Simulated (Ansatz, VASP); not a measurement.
## One calculation of MgC18, two programs

```
C Mg
1.0
     7.39800    0.00000    0.00000
    -3.69900    6.40686    0.00000
     0.00000    0.00000   12.00000
C Mg
18 1
Direct
  0.00329 0.00117 0.07806
  0.22722 0.11314 0.07806
  0.00449 0.33565 0.07762
  0.22598 0.44640 0.07760
  0.00449 0.66790 0.07762
  0.22598 0.77863 0.07760
  0.33794 0.00252 0.07794
  0.55925 0.11312 0.07806
  0.33794 0.33447 0.07793
  0.55925 0.44518 0.07806
  0.33673 0.66789 0.07759
  0.56060 0.77983 0.07792
  0.67122 0.00115 0.07806
  0.89256 0.11177 0.07795
  0.66988 0.33447 0.07795
  0.89373 0.44639 0.07762
  0.67122 0.66912 0.07806
  0.89256 0.77983 0.07795
  0.11864 0.55849 0.35085
```

Alike in both runs: functional PBE; dispersion D3(BJ); k mesh 2 × 2 × 1; occupations fermi-dirac, width 0.05 eV; no spin polarisation.

Ansatz relaxed the structure, and its values are those at the end. VASP's run is a single point on that final structure, the one shown.

|  | VASP | Ansatz |
| --- | --- | --- |
| version | VASP 6.6.1 | Ansatz 0.2.0 |
| potentials or method | VASP PAW PBE potentials, release 64 (C, Mg), cutoff 520 eV | scalar-relativistic, plane waves, PAW |
| valence electrons in the cell | 74 | 82 |

|  | VASP | Ansatz | Ansatz less VASP |
| --- | --- | --- | --- |
| rms of the force components (eV/Å) | 0.005 | 0.003 | -0.0016 |

VASP's potentials hold 74 valence electrons a cell and Ansatz's 82, so a difference there can come from the potentials and not from the codes. Ansatz's warnings: dispersion switch in reach.

The k mesh is coarse, so the values compare programs but aren't converged.
